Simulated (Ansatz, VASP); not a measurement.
Two plane-wave programs on SiBBr

INCAR

```
SYSTEM = SiBBr
  PREC = Accurate
  ENCUT = 600
  EDIFF = 1E-6
  ISMEAR = 0
  SIGMA = 0.1
  LREAL = .False.
  LASPH = .True.
  NELM = 60
  ALGO = Normal
  ISIF = 3
  LWAVE = .False.
  LCHARG = .False.
  GGA = PE
  IBRION = 2
  NSW = 100
  EDIFFG = -0.01
```

File KPOINTS:

```
Automatic mesh
0
Gamma
  14 14 8
  0 0 0
```

POSCAR

```
SiBBr
1.0
    3.1147481663      0.0000000000      0.0000000000
    0.0000000000      3.1147481663      0.0000000000
    0.0000000000      0.0000000000      5.6988760737
Si B Br
1 1 1
Direct
    0.0000000000      0.0000000000      0.5000000000
    0.5000000000      0.5000000000      0.0000000000
    0.0000000000      0.0000000000      0.0000000000
```

Input for Ansatz:

```yaml
crystal:
  lattice:
    - [3.1147481663, 0.0, 0.0]
    - [0.0, 3.1147481663, 0.0]
    - [0.0, 0.0, 5.6988760737]
  atoms:
    - { symbol: Si, position: [0.0, 0.0, 0.5] }
    - { symbol: B, position: [0.5, 0.5, 0.0] }
    - { symbol: Br, position: [0.0, 0.0, 0.0] }
basis:
  ecutwfc: 420
kpoints:
  mp_grid: { grid: [14, 14, 8] }
hamiltonian:
  xc: pbe
scf:
  occupations: { method: gaussian, width: 0.1 }
output:
  forces: true
  stress: true
  eigenvalues: true
  write_density: true
  write_potential: true
  elf: true
  volumetric_format: npy
relax:
  adjacent_minimum: "off"
  f_tol: 0.01
  max_steps: 80
  cell: { stress_tol: 0.05 }
```

Alike in both runs: task relaxation of cell and atoms; functional PBE; k mesh 14 × 14 × 8; occupations gaussian, width 0.1 eV; no spin polarisation.

```csv
,VASP,Ansatz
version,VASP 6.6.1,Ansatz 0.2.0
potentials or method,"VASP PAW PBE potentials, release 64 (Si, B, Br), cutoff 600 eV","scalar-relativistic, plane waves, PAW"
valence electrons in the cell,14,14
```

|  | VASP | Ansatz | Ansatz less VASP |
| --- | --- | --- | --- |
| gap on the k mesh at the Fermi level, each at its own relaxed structure (eV) | none | none | - |
| relaxed volume (Å³/atom) | 21.18 | 21.18 | 0.000 |
| relaxed cell length with the largest relative difference (Å) | 5.412 | 5.410 | -0.0013 |

A gap of «none» marks a metal or a gap that the smearing closes.
